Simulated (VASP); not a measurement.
Here is a VASP 6.6.1 calculation.

Contents of INCAR:

```
SYSTEM = TaN
ALGO = Normal ; EDIFF = 1E-6
ENCUT = 520 ; GGA = PS
ISIF = 2 ; ISMEAR = 0
LASPH = .True. ; LCHARG = .False.
LREAL = .False. ; LWAVE = .False.
NBANDS = 24 ; NELM = 80
PREC = Accurate ; SIGMA = 0.15
```

KPOINTS

```
k-points
0
Gamma
  18 18 8
  0 0 0
```

File POSCAR:

```
TaN
1.0
    3.2859347901      0.0000000000      0.0000000000
   -1.6429673951      2.8457030034      0.0000000000
    0.0000000000      0.0000000000      6.1184105792
Ta N
2 2
Direct
    0.3333333333      0.6666666667      0.0301041378
    0.6666666667      0.3333333333      0.5301041378
    0.3333333333      0.6666666667      0.3548958622
    0.6666666667      0.3333333333      0.8548958622
```

Potentials or basis: VASP PAW PBE potentials, release 64 (Ta_pv, N).

Launch:

```console
$ cat potpaw_PBE.64/Ta_pv/POTCAR potpaw_PBE.64/N/POTCAR > POTCAR
$ mpirun -np 1 vasp_std > vasp.out
```

Q: What does it give for the largest force?

A: 0.472 eV/Å.

Q: What does it give for the band gap on the k mesh?

A: Zero (bands 16 and 17 overlap by 0.52 eV).

Stress tensor (GPa, compression positive):
```
-23.46   0.00   0.00
  0.00 -23.46   0.00
  0.00   0.00 -18.59
```

Caveat: the cell stands under tension; the PAW data sets were made with another functional, which shifts forces and pressure a little; spin-orbit coupling is left out, which moves the levels of the heavy elements.
